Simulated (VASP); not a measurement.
Input of a VASP 6.6.1 run:

POSCAR

```
Ta
1.0
    3.1063848428      0.0000000000      0.0000000000
    0.0000000000      3.3542346973      0.0000000000
    0.0000000000      0.0000000000      3.3542346973
Ta
2
Direct
    0.0000000000      0.0000000000      0.0000000000
    0.5000000000      0.5000000000      0.5000000000
```

The input INCAR.step1:

```
PREC = Accurate ; ENCUT = 520
ISMEAR = 0 ; SIGMA = 0.1
LREAL = False ; LASPH = True
NELM = 100 ; NBANDS = 18
GGA = PE ; ALGO = Normal
EDIFF = 1E-4 ; LWAVE = True
LCHARG = False
```

File INCAR.step2:

```
PREC = Accurate ; ENCUT = 520
EDIFF = 1E-6 ; ISMEAR = 0
SIGMA = 0.1 ; LREAL = False
LASPH = True ; NELM = 100
ALGO = Normal ; ISIF = 2
LWAVE = False ; LCHARG = True
METAGGA = R2SCAN ; LMIXTAU = True
LELF = True ; LVHAR = True
NBANDS = 18 ; ISTART = 1
```

KPOINTS

```
regular mesh
0
Gamma
  16 16 16
```

Potentials or basis: VASP PAW PBE potentials, release 64 (Ta_pv).

Launch:

```bash
$ cat potpaw_PBE.64/Ta_pv/POTCAR > POTCAR
$ cp INCAR.step1 INCAR
$ mpirun -np 1 vasp_std > vasp.out
$ cp INCAR.step2 INCAR
$ mpirun -np 1 vasp_std > vasp.out
```

(1) What does it give for the band gap on the k mesh?

(2) Estimate the pressure.

## Answers

(1) zero (bands 11 and 12 overlap by 3.07 eV).

(2) 8.3 GPa.

Caveat: the cell differs from its parent crystal (uniaxial strain along a: -6.0 %); the cell stands under pressure; the PAW data sets were made with another functional, which shifts forces and pressure a little; spin-orbit coupling is left out, which moves the levels of the heavy elements.
